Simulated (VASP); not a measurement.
# GaN (P6_3mc) in VASP: notebook

Aim: see how the results for GaN move with the level of theory and the settings. Levels: PBE, PBE0. Tasks: single point.

Program: VASP 6.6.1. These are calculated values, not measurements. Logs are shortened: lines on timing, memory, paths and dates and some standing lists are left out, and cuts for length are marked.

## 1. The cell of the first run

Symmetry: P6_3mc, No. 186, hexagonal system. The conventional cell has a = 3.219 Å, b = 3.219 Å, c = 5.244 Å, α = 90.00°, β = 90.00°, γ = 120.00°. Ga (site symmetry 3m) has 4 N at 1.97 to 1.98 Å within 2.6 Å. Within 2.6 Å of N (site symmetry 3m) lie 4 Ga at 1.97 to 1.98 Å.

## 2. Single point, PBE

INCAR

```
SYSTEM = GaN
PREC     = Accurate       ! precision mode
ENCUT    = 600            ! plane-wave cutoff, eV
EDIFF    = 1E-6           ! SCF threshold, eV
ISMEAR   = 0              ! smearing method
SIGMA    = 0.01           ! smearing width, eV
LREAL    = Auto         
LASPH    = .True.         ! aspherical terms in the spheres
NELM     = 120            ! most SCF steps
ALGO     = Normal         ! electronic algorithm
ISIF     = 2              ! what is computed and relaxed
LWAVE    = .False.        ! write WAVECAR
LCHARG   = .False.        ! write CHGCAR
GGA      = PE             ! functional
NBANDS   = 166            ! bands
GGA_COMPAT= .False.
```

KPOINTS

```
Automatic mesh
0
Gamma
  1 1 1
  0 0 0
```

POSCAR

```
GaN
1.0
    6.4372426918      0.0000000000      0.0000000000
   -3.2186213459      5.5748157015      0.0000000000
    0.0000000000      0.0000000000     10.4870679887
Ga N
16 16
Direct
    0.3333333334      0.1666666666      0.2495684330
    0.1666666666      0.3333333334      0.4995684330
    0.3333333334      0.1666666666      0.7495684330
    0.1666666666      0.3333333334      0.9995684330
    0.3333333334      0.6666666666      0.2495684330
    0.1666666666      0.8333333333      0.4995684330
    0.3333333334      0.6666666666      0.7495684330
    0.1666666666      0.8333333333      0.9995684330
    0.8333333333      0.1666666666      0.2495684330
    0.6666666666      0.3333333334      0.4995684330
    0.8333333333      0.1666666666      0.7495684330
    0.6666666666      0.3333333334      0.9995684330
    0.8333333333      0.6666666666      0.2495684330
    0.6666666666      0.8333333333      0.4995684330
    0.8333333333      0.6666666666      0.7495684330
    0.6666666666      0.8333333333      0.9995684330
    0.3333333334      0.1666666666      0.4379315670
    0.1666666666      0.3333333334      0.1879315670
    0.3333333334      0.1666666666      0.9379315670
    0.1666666666      0.3333333334      0.6879315670
    0.3333333334      0.6666666666      0.4379315670
    0.1666666666      0.8333333333      0.1879315670
    0.3333333334      0.6666666666      0.9379315670
    0.1666666666      0.8333333333      0.6879315670
    0.8333333333      0.1666666666      0.4379315670
    0.6666666666      0.3333333334      0.1879315670
    0.8333333333      0.1666666666      0.9379315670
    0.6666666666      0.3333333334      0.6879315670
    0.8333333333      0.6666666666      0.4379315670
    0.6666666666      0.8333333333      0.1879315670
    0.8333333333      0.6666666666      0.9379315670
    0.6666666666      0.8333333333      0.6879315670
```

Potentials or basis: VASP PAW PBE potentials, release 64 (Ga_d, N).

The run is started by

```bash
> cat potpaw_PBE.64/Ga_d/POTCAR potpaw_PBE.64/N/POTCAR > POTCAR
> mpirun -np 1 vasp_gam > vasp.out
```

OUTCAR:

```text
SYSTEM = GaN
   PREC = Accurate
   ENCUT = 600
   EDIFF = 1E-6
   ISMEAR = 0
   LREAL = Auto
   LASPH = .True.
   NELM = 120
   ISIF = 2
   GGA = PE

 ion  position               nearest neighbor table
   1  0.333  0.167  0.250-  26 1.97  22 1.97  18 1.97  17 1.98
   2  0.167  0.333  0.500-  21 1.97  25 1.97  17 1.97  20 1.98
   3  0.333  0.167  0.750-  28 1.97  24 1.97  20 1.97  19 1.98
   4  0.167  0.333  1.000-  23 1.97  27 1.97  19 1.97  18 1.98
   5  0.333  0.667  0.250-  30 1.97  18 1.97  22 1.97  21 1.98
   6  0.167  0.833  0.500-  29 1.97  17 1.97  21 1.97  24 1.98
[... 24 lines left out ...]
  31  0.833  0.667  0.938-  12 1.97   8 1.97  16 1.97  15 1.98
  32  0.667  0.833  0.688-   7 1.97  11 1.97  15 1.97  14 1.98

  LATTYP: Found a hexagonal cell.
 ALAT       =     6.4372426918
 C/A-ratio  =     1.6291242215

  Lattice vectors:

 A1 = (   6.4372426918,   0.0000000000,   0.0000000000)
 A2 = (  -3.2186213459,   5.5748157015,   0.0000000000)
 A3 = (   0.0000000000,   0.0000000000,  10.4870679887)

Analysis of symmetry for initial positions (statically):
=====================================================================
 Subroutine PRICEL returns following result:

  LATTYP: Found a hexagonal cell.
 ALAT       =     3.2186213459
 C/A-ratio  =     1.6291242215

  Lattice vectors:

 A1 = (   3.2186213459,   0.0000000000,   0.0000000000)
 A2 = (  -1.6093106733,   2.7874078513,   0.0000000000)
 A3 = (   0.0000000000,   0.0000000000,   5.2435339943)

   8 primitive cells build up your supercell.

 Routine SETGRP: Setting up the symmetry group for a
 hexagonal supercell.

 Subroutine GETGRP returns: Found 12 space group operations
 (whereof  6 operations were pure point group operations)
 out of a pool of 24 trial point group operations.

The static configuration has the point symmetry C_3v.
 The point group associated with its full space group is C_6v.

Analysis of symmetry for dynamics (positions and initial velocities):
=====================================================================
 Subroutine PRICEL returns following result:

  LATTYP: Found a hexagonal cell.
 ALAT       =     3.2186213459
 C/A-ratio  =     1.6291242215

  Lattice vectors:

 A1 = (   3.2186213459,   0.0000000000,   0.0000000000)
 A2 = (  -1.6093106733,   2.7874078513,   0.0000000000)
 A3 = (   0.0000000000,   0.0000000000,   5.2435339943)

   8 primitive cells build up your supercell.

 Routine SETGRP: Setting up the symmetry group for a
 hexagonal supercell.

 Subroutine GETGRP returns: Found 12 space group operations
 (whereof  6 operations were pure point group operations)
 out of a pool of 24 trial point group operations.

The dynamic configuration has the point symmetry C_3v.
 The point group associated with its full space group is C_6v.

 Subroutine INISYM returns: Found 12 space group operations
 (whereof  6 operations are pure point group operations),
 and found     8 'primitive' translations

----------------------------------------------------------------------------------------

                                     Primitive cell

  volume of cell :      47.0429

  direct lattice vectors                    reciprocal lattice vectors
     3.218621346  0.000000000  0.000000000     0.310692030  0.179378127  0.000000000
    -1.609310673  2.787407851  0.000000000     0.000000000  0.358756254  0.000000000
     0.000000000  0.000000000  5.243533994     0.000000000  0.000000000  0.190711074

  length of vectors
     3.218621346  3.218621347  5.243533994     0.358756254  0.358756254  0.190711074

  position of ions in fractional coordinates (direct lattice)
     0.666666667  0.333333333  0.499136866
     0.333333333  0.666666667  0.999136866
     0.666666667  0.333333333  0.875863134
     0.333333333  0.666666667  0.375863134

  ion indices of the primitive-cell ions
   primitive index   ion index
                 1           1
                 2           2
                 3          17
                 4          18

----------------------------------------------------------------------------------------

 KPOINTS: Automatic mesh

Automatic generation of k-mesh.
 Grid dimensions read from file:
 generate k-points for:    1    1    1

 Generating k-lattice:

  Cartesian coordinates                     Fractional coordinates (reciprocal lattice)
     0.155346015  0.089689064  0.000000000     1.000000000 -0.000000000  0.000000000
     0.000000000  0.179378127  0.000000000     0.000000000  1.000000000  0.000000000
     0.000000000  0.000000000  0.095355537     0.000000000  0.000000000  1.000000000

  Length of vectors
     0.179378127  0.179378127  0.095355537

  Shift w.r.t. Gamma in fractional coordinates (k-lattice)
     0.000000000  0.000000000  0.000000000

 Subroutine IBZKPT returns following result:
 ===========================================

 Found      1 irreducible k-points:

 Following reciprocal coordinates:
            Coordinates               Weight
  0.000000  0.000000  0.000000      1.000000
   k-points           NKPTS =      1   k-points in BZ     NKDIM =      1   number of bands    NBANDS=    166
   number of dos      NEDOS =    301   number of ions     NIONS =     32
   total plane-waves  NPLWV = 244944
   dimension x,y,z NGX =    54 NGY =   54 NGZ =   84
   dimension x,y,z NGXF=   108 NGYF=  108 NGZF=  168
   ions per type =              16  16
   NGX,Y,Z   is equivalent  to a cutoff of  13.95, 13.95, 13.32 a.u.
   NGXF,Y,Z  is equivalent  to a cutoff of  27.89, 27.89, 26.63 a.u.
 SYSTEM =  GaN
   PREC   = accura    normal or accurate (medium, high low for compatibility)
   ISTART =      0    job   : 0-new  1-cont  2-samecut
   ICHARG =      2    charge: 1-file 2-atom 10-const
   ISPIN  =      1    spin polarized calculation?
   LNONCOLLINEAR =      F non collinear calculations
   LSORBIT =      F    spin-orbit coupling
   LASPH  =      T    aspherical Exc in radial PAW
   ENCUT  =  600.0 eV  44.10 Ry    6.64 a.u.  12.86 12.86 20.95*2*pi/ulx,y,z
   NELM   =    120;   NELMIN=  2; NELMDL= -5     # of ELM steps
   EDIFF  = 0.1E-05   stopping-criterion for ELM
   LREAL  =      T    real-space projection
   EDIFFG = 0.1E-04   stopping-criterion for IOM
   NSW    =      0    number of steps for IOM
   IBRION =     -1    ionic relax: 0-MD 1-quasi-New 2-CG
   NFREE  =      0    steps in history (QN), initial steepest desc. (CG)
   ISIF   =      2    stress and relaxation
   ISYM   =      2    0-nonsym 1-usesym 2-fastsym
   POTIM  = 0.5000    time-step for ionic-motion
   TEBEG  =    0.0;   TEEND  =   0.0 temperature during run
   PSTRESS=    0.0 pullay stress
   NELECT =     288.0000    total number of electrons
   NUPDOWN=      -1.0000    fix difference up-down
   EMIN   =  10.00;   EMAX   =-10.00  energy-range for DOS
   EFERMI =   0.00;   METHOD = LEGACY
   ISMEAR =     0;   SIGMA  =   0.01  broadening in eV -4-tet -1-fermi 0-gaus
   EFERMI_NEDOS =   21; number of points for ismear=-14 and -15
   IALGO  =     38    algorithm
   IMIX   =      4    mixing-type and parameters
     AMIX     =   0.40;   BMIX     =  1.00
     AMIX_MAG =   1.60;   BMIX_MAG =  1.00
  volume/ion in A,a.u.               =      11.76        79.37
  Fermi-wavevector in a.u.,A,eV,Ry     =   1.497422  2.829717 30.507965  2.242272
  Thomas-Fermi vector in A             =   2.609312
   LORBIT       =      0    0 simple, 1 ext, 2 COOP (PROOUT), +10 PAW based schemes
   GGA     = PE    functional components
   LHFCALC =     F    Hartree Fock is set to
   AEXX    =    0.0000 exact exchange contribution
   IVDW    =     0    specifies the selected vdW correction
   LEPSILON=     F    determine dielectric tensor
   LRPA    =     F    only Hartree local field effects (RPA)
 non-spin polarized calculation
 Gauss-broadening in eV      SIGMA  =   0.01
  energy-cutoff  :      600.00
  volume of cell :      376.34
 maximum number of plane-waves:      6246
 NGX is ok and might be reduce to    50
   NGX = 25   NGY = 25   NGZ = 41

 number of electron     287.9999940 magnetization

 Free energy of the ion-electron system (eV)
  ---------------------------------------------------
  ext. energy  EPLUGINS =         0.00000000
  ---------------------------------------------------
  free energy    TOTEN  =      -181.54994338 eV

  energy without entropy =     -181.54994338  energy(sigma->0) =     -181.54994338

 E-fermi :   5.3785     XC(G=0): -11.4435

 val. band max:        5.3195314610   @ k =   0.0000   0.0000   0.0000
 cond. band min:       6.9054493302   @ k =   0.0000   0.0000   0.0000
 fundamental gap:      1.5859178692
 Fermi energy:         5.3784890771

 k-point     1 :       0.0000    0.0000    0.0000
  band No.  band energies     occupation
      1     -10.5090      2.00000
      2     -10.0132      2.00000
      3     -10.0132      2.00000
      4      -9.7691      2.00000
      5      -9.7665      2.00000
      6      -9.7665      2.00000
[... 148 lines left out ...]
    155      10.0454      0.00000
    156      10.0454      0.00000
 [bands above 156 left out]

------------------------ aborting loop because EDIFF is reached ----------------------------------------

  FORCE on cell =-STRESS in cart. coord.  units (eV):
  Direction    XX          YY          ZZ          XY          YZ          ZX
  --------------------------------------------------------------------------------------
  -------------------------------------------------------------------------------------
  Total       11.0935747     11.0935747    -12.8861831      0.0000000     -0.0000000      0.0000000
  in kB       47.2277887     47.2277887    -54.8593175      0.0000000     -0.0000000      0.0000000
  external PRESSURE =      13.1987533 kB  Pullay stress =       0.0000000 kB

 VOLUME and BASIS-vectors are now :
 -----------------------------------------------------------------------------
  energy-cutoff  :      600.00
  volume of cell :      376.34
      direct lattice vectors                 reciprocal lattice vectors
     6.437242692  0.000000000  0.000000000     0.155346015  0.089689064  0.000000000
    -3.218621346  5.574815702  0.000000000     0.000000000  0.179378127  0.000000000
     0.000000000  0.000000000 10.487067989     0.000000000  0.000000000  0.095355537

 POSITION                                       TOTAL-FORCE (eV/Angst)
 -----------------------------------------------------------------------------------
      1.60931      0.92914      2.61724         0.000000      0.000000      0.177481
     -0.00000      1.85827      5.23901        -0.000000     -0.000000      0.177481
      1.60931      0.92914      7.86078         0.000000     -0.000000      0.177481
     -0.00000      1.85827     10.48254        -0.000000      0.000000      0.177481
      0.00000      3.71654      2.61724        -0.000000      0.000000      0.177481
     -1.60931      4.64568      5.23901        -0.000000      0.000000      0.177481
[... 24 lines left out ...]
      3.21862      3.71654      9.83615        -0.000000     -0.000000     -0.177481
      1.60931      4.64568      7.21439        -0.000000      0.000000     -0.177481
 -----------------------------------------------------------------------------------
    total drift:                               -0.000002     -0.000001     -0.030363

  FREE ENERGIE OF THE ION-ELECTRON SYSTEM (eV)
  ---------------------------------------------------
  free  energy   TOTEN  =      -181.5499433788 eV

  energy  without entropy=     -181.5499433788  energy(sigma->0) =     -181.54994338
```

It took 4.8 min on 1 thread of Oxide Virtual Turin-like, shared host; peak memory 0.47 GiB.

Results:

```
Free energy            : -181.5499 eV
Pressure               : 1.3 GPa
Largest force          : 0.177 eV/Å
Band gap on the k mesh : 1.59 eV
```

Forces in eV/Å, atoms in the order of the input:
```
Ga   0.000  0.000  0.177
Ga   0.000  0.000  0.177
Ga   0.000  0.000  0.177
Ga   0.000  0.000  0.177
Ga   0.000  0.000  0.177
Ga   0.000  0.000  0.177
Ga   0.000  0.000  0.177
Ga   0.000  0.000  0.177
Ga   0.000  0.000  0.177
Ga   0.000  0.000  0.177
Ga   0.000  0.000  0.177
Ga   0.000  0.000  0.177
Ga   0.000  0.000  0.177
Ga   0.000  0.000  0.177
Ga   0.000  0.000  0.177
Ga   0.000  0.000  0.177
N    0.000  0.000 -0.177
N    0.000  0.000 -0.177
N    0.000  0.000 -0.177
N    0.000  0.000 -0.177
N    0.000  0.000 -0.177
N    0.000  0.000 -0.177
N    0.000  0.000 -0.177
N    0.000  0.000 -0.177
N    0.000  0.000 -0.177
N    0.000  0.000 -0.177
N    0.000  0.000 -0.177
N    0.000  0.000 -0.177
N    0.000  0.000 -0.177
N    0.000  0.000 -0.177
N    0.000  0.000 -0.177
N    0.000  0.000 -0.177
```

Stress tensor (GPa, compression positive):
```
 4.72  0.00  0.00
 0.00  4.72  0.00
 0.00  0.00 -5.49
```

Levels at points of the mesh, in eV from the valence-band top:
| k point | band 141 | band 142 | band 143 | band 144 | band 145 | band 146 | band 147 | band 148 |
| --- | --- | --- | --- | --- | --- | --- | --- | --- |
| (0.00, 0.00, 0.00) | -0.53 | -0.07 | 0.00 | 0.00 | 1.59 | 3.83 | 3.91 | 3.91 |

Caveat: the k points lie up to 1.13 Å⁻¹ apart, too coarse for converged energies, forces and pressures. A k mesh can miss the band edges.

## 3. Single point, PBE0

POSCAR is that of step 2.

INCAR.step1

```
PREC = Accurate
ENCUT = 520
EDIFF = 1E-5
ISMEAR = 0
SIGMA = 0.01
LREAL = Auto
LASPH = True
NELM = 120
ALGO = Normal
ISIF = 2
LWAVE = True
LCHARG = False
GGA = PE
NBANDS = 166
GGA_COMPAT = False
```

INCAR.step2

```
PREC = Accurate
ENCUT = 520
EDIFF = 1E-6
ISMEAR = 0
SIGMA = 0.01
LREAL = Auto
LASPH = True
NELM = 120
ALGO = Normal
ISIF = 2
LWAVE = False
LCHARG = False
GGA = PE
LHFCALC = True
AEXX = 0.25
PRECFOCK = Fast
ISTART = 1
NBANDS = 166
GGA_COMPAT = False
```

KPOINTS

```
regular mesh
0
Gamma
  1 1 1
```

Potentials or basis: VASP PAW PBE potentials, release 64 (Ga_d, N).

The run is started by

```bash
> cat potpaw_PBE.64/Ga_d/POTCAR potpaw_PBE.64/N/POTCAR > POTCAR
> cp INCAR.step1 INCAR
> mpirun -np 1 vasp_gam > vasp.out
> cp INCAR.step2 INCAR
> mpirun -np 1 vasp_gam > vasp.out
```

Run time: 14 min. Hardware: 1 thread of Oxide Virtual Turin-like, shared host; peak memory 0.45 GiB.

It converged, with:

```yaml
Free_energy: -240.8629 eV
Pressure: -5.4 GPa
Largest_force: 0.130 eV/Å
Band_gap_on_the_k_mesh: 3.74 eV
```

Forces in eV/Å, atoms in the order of the input:
```
Ga   0.000  0.000  0.130
Ga   0.000  0.000  0.130
Ga   0.000  0.000  0.130
Ga   0.000  0.000  0.130
Ga   0.000  0.000  0.130
Ga   0.000  0.000  0.130
Ga   0.000  0.000  0.130
Ga   0.000  0.000  0.130
Ga   0.000  0.000  0.130
Ga   0.000  0.000  0.130
Ga   0.000  0.000  0.130
Ga   0.000  0.000  0.130
Ga   0.000  0.000  0.130
Ga   0.000  0.000  0.130
Ga   0.000  0.000  0.130
Ga   0.000  0.000  0.130
N    0.000  0.000 -0.130
N    0.000  0.000 -0.130
N    0.000  0.000 -0.130
N    0.000  0.000 -0.130
N    0.000  0.000 -0.130
N    0.000  0.000 -0.130
N    0.000  0.000 -0.130
N    0.000  0.000 -0.130
N    0.000  0.000 -0.130
N    0.000  0.000 -0.130
N    0.000  0.000 -0.130
N    0.000  0.000 -0.130
N    0.000  0.000 -0.130
N    0.000  0.000 -0.130
N    0.000  0.000 -0.130
N    0.000  0.000 -0.130
```

Stress tensor (GPa, compression positive):
```
 -1.69   0.00   0.00
  0.00  -1.69   0.00
  0.00   0.00 -12.78
```

Levels at points of the mesh, in eV from the valence-band top:
| k point | band 140 | band 141 | band 142 | band 143 | band 144 | band 145 | band 146 | band 147 | band 148 | band 149 |
| --- | --- | --- | --- | --- | --- | --- | --- | --- | --- | --- |
| (0.00, 0.00, 0.00) | -0.78 | -0.78 | -0.21 | -0.21 | 0.00 | 3.74 | 6.20 | 6.20 | 6.20 | 6.20 |

Caveat: the k points lie up to 1.13 Å⁻¹ apart; the PAW data sets were made with another functional, which shifts forces and pressure a little. A k mesh can miss the band edges.
